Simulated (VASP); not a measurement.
## CdAgBr3: single point with PBE

CdAgBr3:

```
Cd Ag Br
1.0
    -4.17325   -2.40942   -3.71394
     0.00000    4.81885   -3.71394
     8.34649   -4.81885   -7.42788
Cd Ag Br
2 2 6
Direct
  0.71700 0.71700 0.85850
  0.71700 0.71700 0.35850
  0.99114 0.99114 0.99557
  0.99114 0.99114 0.49557
  0.95139 0.95139 0.72033
  0.95139 0.95139 0.22033
  0.44066 0.95139 0.97570
  0.44066 0.95139 0.47570
  0.95139 0.44066 0.97570
  0.95139 0.44066 0.47570
```

```yaml
Program: VASP 6.6.1
Task: single point
Functional: PBE
Potentials_or_basis: VASP PAW PBE potentials, release 64 (Cd, Ag, Br)
Cutoff: 520 eV
k_mesh: 2 × 2 × 1
Occupations: gaussian, width 0.1 eV
Spin: no spin polarisation
Dipole_correction: no
Further_INCAR_settings: ALGO = Normal; EDIFF = 1e-06; NBANDS = 55
```

- Pressure: 0.1 GPa
- Largest force: 0.049 eV/Å
- Band gap on the k mesh: 1.13 eV

Forces on the atoms (eV/Å):
```
Cd   0.000  0.000  0.049
Cd   0.000  0.000  0.049
Ag   0.000  0.000  0.004
Ag   0.000  0.000  0.004
Br  -0.029  0.017 -0.018
Br  -0.029  0.017 -0.018
Br   0.029  0.017 -0.018
Br   0.029  0.017 -0.018
Br   0.000 -0.034 -0.018
Br   0.000 -0.034 -0.018
```

Stress tensor (GPa, compression positive):
```
0.16 0.00 0.00
0.00 0.16 0.00
0.00 0.00 0.05
```

Levels at points of the mesh, in eV from the valence-band top:
```tsv
k point	band 40	band 41	band 42	band 43	band 44	band 45	band 46	band 47	band 48	band 49
(0.00, 0.00, 0.00)	-0.86	-0.85	-0.76	-0.63	-0.63	1.13	2.49	2.70	3.10	5.53
(0.50, 0.00, 0.00)	-0.86	-0.85	-0.76	-0.72	-0.02	2.70	2.81	3.10	4.15	5.28
(0.50, 0.50, 0.00)	-0.72	-0.67	-0.02	0.00	0.00	2.27	2.81	4.15	4.31	5.28
```

It took 120 s on 1 thread of Oxide Virtual Turin-like Processor, on a shared host, peak memory 0.48 GiB.

Caveat: the k points lie up to 0.52 Å⁻¹ apart. A k mesh can miss the band edges.
